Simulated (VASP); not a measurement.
Wanted: the native input for a VASP 6.6.1 run.

| Property | Result |
| --- | --- |
| Task | single point |
| Functional | PBE |
| Potentials or basis | VASP PAW PBE potentials, release 64 (Al, O) |
| Cutoff | 520 eV |
| k mesh | 5 × 5 × 5 |
| Occupations | fermi-dirac, width 0.1 eV |
| Spin | no spin polarisation |
| Dipole correction | no |
| Further INCAR settings | ALGO = Normal; EDIFF = 1e-07; NBANDS = 21 |

The structure of Al2O lies in POSCAR:

```
Al2O
1.0
    0.0000000000      2.8457100000      2.8457100000
    2.8457100000      0.0000000000      2.8457100000
    7.4234708076      7.4234708076     -1.7320508076
Al O
4 2
Direct
    0.2761181555      0.2761181555      0.0858227668
    0.8283544665      0.8283544665      0.2574683003
    0.3805907774      0.3805907774      0.4291138339
    0.9328270884      0.9328270884      0.6007593674
    0.0000000000      0.0000000000      0.0000000000
    0.1044726219      0.1044726219      0.3432910671
```

These files were run (other wordings do the same):

INCAR

```
ALGO = Normal ; EDIFF = 1E-7
ENCUT = 520 ; GGA = PE
ISIF = 2 ; ISMEAR = -1
LASPH = T ; LCHARG = F
LREAL = F ; LWAVE = F
NBANDS = 21 ; NELM = 100
PREC = Accurate ; SIGMA = 0.1
```

KPOINTS

```
k-points
0
Gamma
  5 5 5
```

Potentials or basis: VASP PAW PBE potentials, release 64 (Al, O).

Command:

```bash
$ cat potpaw_PBE.64/Al/POTCAR potpaw_PBE.64/O/POTCAR > POTCAR
$ mpirun -np 1 vasp_std > vasp.out
```

It gave:

| Item | Value |
| --- | --- |
| Largest force | 2.523 eV/Å |
| Band gap on the k mesh | zero (band 12 reaches 3.66 eV, above the bottom of band 13 at 2.73 eV) |

Caveat: the k points lie up to 0.37 Å⁻¹ apart.

Run time: 62 s on 1 thread of Intel Xeon 6975P-C, with other jobs on the host, peak memory 0.26 GiB.
